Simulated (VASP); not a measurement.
# MnF2 (Fm-3m) in VASP: notebook, part 2 of 2

VASP 6.6.1.

## 3. Single point, r2SCAN, collinear spin, ferromagnetic start

Input file POSCAR:

```
MnF2
1.0
    0.0000000000      2.6179783000      2.6179783000
    2.6179783000      0.0000000000      2.6179783000
    2.6179783000      2.6179783000      0.0000000000
Mn F
1 2
Direct
    0.0000000000      0.0000000000      0.0000000000
    0.2500000000      0.2500000000      0.2500000000
    0.7500000000      0.7500000000      0.7500000000
```

Input file INCAR.step1:

```
SYSTEM = MnF2
PREC     = Accurate       ! precision mode
ENCUT    = 520            ! plane-wave cutoff, eV
ISMEAR   = 0              ! smearing method
SIGMA    = 0.02           ! smearing width, eV
LREAL    = .False.        ! projectors in reciprocal space
LASPH    = .True.         ! aspherical terms in the spheres
NELM     = 150            ! most SCF steps
ISPIN    = 2              ! spin polarisation
MAGMOM   = 4 0 0          ! initial moments
LMAXMIX  = 4              ! l up to which the mixer works
NBANDS   = 24             ! bands
GGA      = PE             ! functional
ALGO     = Normal         ! electronic algorithm
EDIFF    = 1E-4           ! SCF threshold, eV
LWAVE    = .True.         ! write WAVECAR
LCHARG   = .False.        ! write CHGCAR
```

Input file INCAR.step2:

```
SYSTEM = MnF2
PREC     = Accurate       ! precision mode
ENCUT    = 520            ! plane-wave cutoff, eV
EDIFF    = 1E-7           ! SCF threshold, eV
ISMEAR   = 0              ! smearing method
SIGMA    = 0.02           ! smearing width, eV
LREAL    = .False.        ! projectors in reciprocal space
LASPH    = .True.         ! aspherical terms in the spheres
NELM     = 150            ! most SCF steps
ALGO     = Normal         ! electronic algorithm
ISIF     = 2              ! what is computed and relaxed
LWAVE    = .False.        ! write WAVECAR
LCHARG   = .False.        ! write CHGCAR
ISPIN    = 2              ! spin polarisation
MAGMOM   = 4 0 0          ! initial moments
LORBIT   = 11             ! projections on sites
LMAXMIX  = 4              ! l up to which the mixer works
METAGGA  = R2SCAN         ! meta-GGA
LMIXTAU  = .True.       
NBANDS   = 24             ! bands
ISTART   = 1
```

Input file KPOINTS:

```
regular mesh
0
Gamma
  10 10 10
  0 0 0
```

Potentials or basis: VASP PAW PBE potentials, release 64 (Mn_pv, F).

Launch:

```sh
$ cat potpaw_PBE.64/Mn_pv/POTCAR potpaw_PBE.64/F/POTCAR > POTCAR
$ cp INCAR.step1 INCAR
$ mpirun -np 1 vasp_std > vasp.out
$ cp INCAR.step2 INCAR
$ mpirun -np 1 vasp_std > vasp.out
```

OUTCAR:

```text
SYSTEM = MnF2
   PREC = Accurate
   ENCUT = 520
   EDIFF = 1E-7
   ISMEAR = 0
   LREAL = .False.
   LASPH = .True.
   NELM = 150
   ISIF = 2
   ISPIN = 2
   LORBIT = 11
   METAGGA = R2SCAN
   ISTART = 1

 ion  position               nearest neighbor table
   1  0.000  0.000  0.000-   3 2.27   3 2.27   3 2.27   2 2.27   3 2.27   2 2.27   2 2.27   2 2.27

   2  0.250  0.250  0.250-   1 2.27   1 2.27   1 2.27   1 2.27
   3  0.750  0.750  0.750-   1 2.27   1 2.27   1 2.27   1 2.27

  LATTYP: Found a face centered cubic cell.
 ALAT       =     5.2359566000

  Lattice vectors:

 A1 = (   0.0000000000,   2.6179783000,   2.6179783000)
 A2 = (   2.6179783000,   0.0000000000,   2.6179783000)
 A3 = (   2.6179783000,   2.6179783000,   0.0000000000)

Analysis of symmetry for initial positions (statically):
=====================================================================
 Subroutine PRICEL returns:
 Original cell was already a primitive cell.

 Routine SETGRP: Setting up the symmetry group for a
 face centered cubic supercell.

 Subroutine GETGRP returns: Found 48 space group operations
 (whereof 48 operations were pure point group operations)
 out of a pool of 48 trial point group operations.

The static configuration has the point symmetry O_h .

Analysis of symmetry for dynamics (positions and initial velocities):
=====================================================================
 Subroutine PRICEL returns:
 Original cell was already a primitive cell.

 Routine SETGRP: Setting up the symmetry group for a
 face centered cubic supercell.

 Subroutine GETGRP returns: Found 48 space group operations
 (whereof 48 operations were pure point group operations)
 out of a pool of 48 trial point group operations.

The dynamic configuration has the point symmetry O_h .

Analysis of structural, dynamic, and magnetic symmetry:
=====================================================================
 Subroutine PRICEL returns:
 Original cell was already a primitive cell.

 Routine SETGRP: Setting up the symmetry group for a
 face centered cubic supercell.

 Subroutine GETGRP returns: Found 48 space group operations
 (whereof 48 operations were pure point group operations)
 out of a pool of 48 trial point group operations.

The overall configuration has the point symmetry O_h .

 Subroutine INISYM returns: Found 48 space group operations
 (whereof 48 operations are pure point group operations),
 and found     1 'primitive' translations

----------------------------------------------------------------------------------------

                                     Primitive cell

  volume of cell :      35.8863

  direct lattice vectors                    reciprocal lattice vectors
     0.000000000  2.617978300  2.617978300    -0.190987068  0.190987068  0.190987068
     2.617978300  0.000000000  2.617978300     0.190987068 -0.190987068  0.190987068
     2.617978300  2.617978300  0.000000000     0.190987068  0.190987068 -0.190987068

  length of vectors
     3.702380418  3.702380418  3.702380418     0.330799306  0.330799306  0.330799306

  position of ions in fractional coordinates (direct lattice)
     0.000000000  0.000000000  0.000000000
[... 74 lines left out ...]
   ISPIN  =      2    spin polarized calculation?
   LNONCOLLINEAR =      F non collinear calculations
   LSORBIT =      F    spin-orbit coupling
   LASPH  =      T    aspherical Exc in radial PAW
   ENCUT  =  520.0 eV  38.22 Ry    6.18 a.u.   6.88  6.88  6.88*2*pi/ulx,y,z
   NELM   =    150;   NELMIN=  2; NELMDL=  0     # of ELM steps
   EDIFF  = 0.1E-06   stopping-criterion for ELM
   LREAL  =      F    real-space projection
   EDIFFG = 0.1E-05   stopping-criterion for IOM
   NSW    =      0    number of steps for IOM
   IBRION =     -1    ionic relax: 0-MD 1-quasi-New 2-CG
   NFREE  =      0    steps in history (QN), initial steepest desc. (CG)
   ISIF   =      2    stress and relaxation
   ISYM   =      2    0-nonsym 1-usesym 2-fastsym
   POTIM  = 0.5000    time-step for ionic-motion
   TEBEG  =    0.0;   TEEND  =   0.0 temperature during run
   PSTRESS=    0.0 pullay stress
   NELECT =      27.0000    total number of electrons
   NUPDOWN=      -1.0000    fix difference up-down
   EMIN   =  10.00;   EMAX   =-10.00  energy-range for DOS
   EFERMI =   0.00;   METHOD = LEGACY
   ISMEAR =     0;   SIGMA  =   0.02  broadening in eV -4-tet -1-fermi 0-gaus
   EFERMI_NEDOS =   21; number of points for ismear=-14 and -15
   IALGO  =     38    algorithm
   IMIX   =      4    mixing-type and parameters
     AMIX     =   0.40;   BMIX     =  1.00
     AMIX_MAG =   1.60;   BMIX_MAG =  1.00
  volume/ion in A,a.u.               =      11.96        80.72
  Fermi-wavevector in a.u.,A,eV,Ry     =   1.488973  2.813750 30.164653  2.217039
  Thomas-Fermi vector in A             =   2.601940
   LORBIT       =     11    0 simple, 1 ext, 2 COOP (PROOUT), +10 PAW based schemes
   METAGGA = R2SCAN    functional components
   LHFCALC =     F    Hartree Fock is set to
   AEXX    =    0.0000 exact exchange contribution
   IVDW    =     0    specifies the selected vdW correction
   LEPSILON=     F    determine dielectric tensor
   LRPA    =     F    only Hartree local field effects (RPA)
 spin polarized calculation
 Gauss-broadening in eV      SIGMA  =   0.02
  energy-cutoff  :      520.00
  volume of cell :       35.89
 maximum number of plane-waves:       982
   NGX = 13   NGY = 13   NGZ = 13

 number of electron      27.0000011 magnetization       4.9999994

 Free energy of the ion-electron system (eV)
  ---------------------------------------------------
  ext. energy  EPLUGINS =         0.00000000
  ---------------------------------------------------
  free energy    TOTEN  =       -29.59353626 eV

  energy without entropy =      -29.59353626  energy(sigma->0) =      -29.59353626

 E-fermi :   2.6922     XC(G=0): -10.9969

 val. band max:        2.5642005551   @ k =   0.0000   0.0000   0.0000
 cond. band min:       5.2361591239   @ k =   0.0000   0.0000   0.0000
 fundamental gap:      2.6719585688
 Fermi energy:         2.6922400668

 spin component 1

 k-point     1 :       0.0000    0.0000    0.0000
  band No.  band energies     occupation
      1     -48.6688      1.00000
      2     -48.6688      1.00000
      3     -48.6688      1.00000
      4     -22.1460      1.00000
      5     -20.8975      1.00000
      6      -3.4597      1.00000
[... 637 lines left out ...]
     23      22.5901      0.00000
     24      25.5999      0.00000

 [... further k-points ...]

 spin component 2

 k-point     1 :       0.0000    0.0000    0.0000
  band No.  band energies     occupation
      1     -42.0738      1.00000
      2     -42.0738      1.00000
      3     -42.0738      1.00000
      4     -21.9759      1.00000
      5     -20.7165      1.00000
      6      -2.7566      1.00000
[... 637 lines left out ...]
     23      23.5108      0.00000
     24      26.6757      0.00000

 [... further k-points ...]

------------------------ aborting loop because EDIFF is reached ----------------------------------------

  FORCE on cell =-STRESS in cart. coord.  units (eV):
  Direction    XX          YY          ZZ          XY          YZ          ZX
  --------------------------------------------------------------------------------------
  -------------------------------------------------------------------------------------
  Total       -1.0476145     -1.0476145     -1.0476145      0.0000000      0.0000000     -0.0000000
  in kB      -46.7717846    -46.7717846    -46.7717846      0.0000000      0.0000000     -0.0000000
  external PRESSURE =     -46.7717846 kB  Pullay stress =       0.0000000 kB

 VOLUME and BASIS-vectors are now :
 -----------------------------------------------------------------------------
  energy-cutoff  :      520.00
  volume of cell :       35.89
      direct lattice vectors                 reciprocal lattice vectors
     0.000000000  2.617978300  2.617978300    -0.190987068  0.190987068  0.190987068
     2.617978300  0.000000000  2.617978300     0.190987068 -0.190987068  0.190987068
     2.617978300  2.617978300  0.000000000     0.190987068  0.190987068 -0.190987068

 POSITION                                       TOTAL-FORCE (eV/Angst)
 -----------------------------------------------------------------------------------
      0.00000      0.00000      0.00000        -0.000000     -0.000000     -0.000000
      1.30899      1.30899      1.30899        -0.000000     -0.000000     -0.000000
      3.92697      3.92697      3.92697         0.000000      0.000000      0.000000
 -----------------------------------------------------------------------------------
    total drift:                                0.000000      0.000000      0.000000

  FREE ENERGIE OF THE ION-ELECTRON SYSTEM (eV)
  ---------------------------------------------------
  free  energy   TOTEN  =       -29.5935362568 eV

  energy  without entropy=      -29.5935362568  energy(sigma->0) =      -29.59353626

 total charge

# of ion       s       p       d       tot
------------------------------------------
    1        0.133   6.102   4.900  11.134
    2        1.740   4.390   0.000   6.130
    3        1.740   4.390   0.000   6.130
--------------------------------------------------
tot          3.612  14.882   4.900  23.394

 magnetization (x)

# of ion       s       p       d       tot
------------------------------------------
    1        0.017   0.016   4.625   4.658
    2        0.007   0.062   0.000   0.070
    3        0.007   0.062   0.000   0.070
--------------------------------------------------
tot          0.032   0.141   4.625   4.797
```

Run time: 6.6 min. Hardware: 1 thread of Oxide Virtual Turin-like, shared host; peak memory 0.18 GiB.

What came out:

```yaml
Free_energy: -29.5935 eV
Pressure: -4.7 GPa
Band_gap_on_the_k_mesh: 2.67 eV
Net_moment: 5.00 μB per cell
Site_moments: Mn +4.66; F +0.07 μB
Valence_electrons_inside_the_program's_atomic_spheres: Mn 11.13; F 6.13
```

Levels at points of the mesh, in eV from the valence-band top:
Spin up:
| k point | band 13 | band 14 | band 15 | band 16 | band 17 | band 18 | band 19 | band 20 |
| --- | --- | --- | --- | --- | --- | --- | --- | --- |
| (0.00, 0.00, 0.00) | -1.63 | 0.00 | 0.00 | 0.00 | 2.67 | 12.04 | 12.04 | 12.04 |
| (0.50, 0.00, 0.00) | -1.54 | -1.30 | -0.17 | -0.17 | 7.47 | 7.83 | 14.37 | 14.37 |
| (0.50, 0.50, 0.00) | -1.40 | -1.34 | -0.48 | -0.48 | 8.62 | 9.07 | 10.16 | 14.00 |
Spin down:
| k point | band 7 | band 8 | band 9 | band 10 | band 11 | band 12 | band 13 | band 14 | band 15 | band 16 |
| --- | --- | --- | --- | --- | --- | --- | --- | --- | --- | --- |
| (0.00, 0.00, 0.00) | -5.32 | -5.32 | -3.32 | -3.32 | -3.32 | 4.01 | 4.32 | 4.32 | 5.67 | 5.67 |
| (0.50, 0.00, 0.00) | -4.71 | -4.63 | -4.63 | -4.24 | -4.24 | 4.47 | 4.47 | 4.74 | 5.45 | 5.46 |
| (0.50, 0.50, 0.00) | -5.44 | -5.44 | -3.28 | -3.28 | -2.83 | 4.09 | 4.63 | 4.71 | 5.22 | 5.22 |

Caveat: the cell stands under tension; the PAW data sets were made with another functional, which shifts forces and pressure a little; a cell with one magnetic atom can't hold antiferromagnetic order, which such compounds often take.
